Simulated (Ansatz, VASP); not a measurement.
# Two plane-wave programs on Ge

```
Ge
1.0
     0.00000    2.83687    2.83687
     2.83687    0.00000    2.83687
     2.83687    2.83687    0.00000
Ge
2
Direct
  0.00000 0.00000 0.00000
  0.25000 0.25000 0.25000
```

Alike in both runs: task single point; functional PBE-based screened hybrid; k mesh 4 × 4 × 4; occupations fermi-dirac, width 0.02 eV; no spin polarisation.

```csv
,VASP,Ansatz
version,VASP 6.6.1,Ansatz 0.2.0
potentials or method,"VASP PAW PBE potentials, release 64 (Ge_d)",plane waves
plane-wave cutoff (eV),520,420
valence electrons in the cell,28,28
```

|  | VASP | Ansatz | Ansatz less VASP |
| --- | --- | --- | --- |
| gap on the k mesh at the Fermi level (eV) | 1.93 | 1.93 | -0.002 |
| pressure (GPa) | -2.9 | -2.7 | +0.13 |

VASP's potentials were made for PBE, not for PBE-based screened hybrid. The functional is the same, so the differences come from potentials, cutoffs and numerics. Ansatz's warnings: stress exchange threshold loose, stress scf threshold loose.

The k mesh is coarse, so the values compare programs but aren't converged.
